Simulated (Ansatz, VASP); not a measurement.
## One calculation of Hf2N, two programs

```xyz
6
Lattice="5.3131 0.0000 0.0000 0.0000 5.3131 0.0000 0.0000 0.0000 3.2421" Properties=species:S:1:pos:R:3 pbc="T T T"
Hf    1.5702    1.5702    0.0000
Hf    3.7429    3.7429    0.0000
Hf    4.2268    1.0863    1.6210
Hf    1.0863    4.2268    1.6210
N     0.0000    0.0000    0.0000
N     2.6566    2.6566    1.6210
```

Alike in both runs: task single point; functional r2SCAN; k mesh 6 × 6 × 10; occupations gaussian, width 0.1 eV; no spin polarisation.

|  | VASP | Ansatz |
| --- | --- | --- |
| version | VASP 6.6.1 | Ansatz 0.2.0 |
| potentials or method | VASP PAW PBE potentials, release 64 (Hf_pv, N), cutoff 520 eV | scalar-relativistic, plane waves, PAW |
| valence electrons in the cell | 50 | 114 |

|  | VASP | Ansatz | Ansatz less VASP |
| --- | --- | --- | --- |
| gap on the k mesh at the Fermi level (eV) | none | none | - |
| pressure (GPa) | 0.0 | 1.5 | +1.48 |
| traceless stress, the component that is largest in VASP (GPa) | -0.29 | -0.17 | +0.119 |
| rms of the force components (eV/Å) | 0.006 | 0.003 | -0.0029 |

VASP's potentials were made for PBE, not for r2SCAN. Atom by atom the forces differ by 0.008 eV/Å (rms over components). A gap of «none» marks a metal or a gap that the smearing closes. The functional is the same, so the differences come from potentials, cutoffs and numerics. VASP's potentials hold 50 valence electrons a cell and Ansatz's 114, so a difference there can come from the potentials and not from the codes.

Spin-orbit coupling is off throughout.
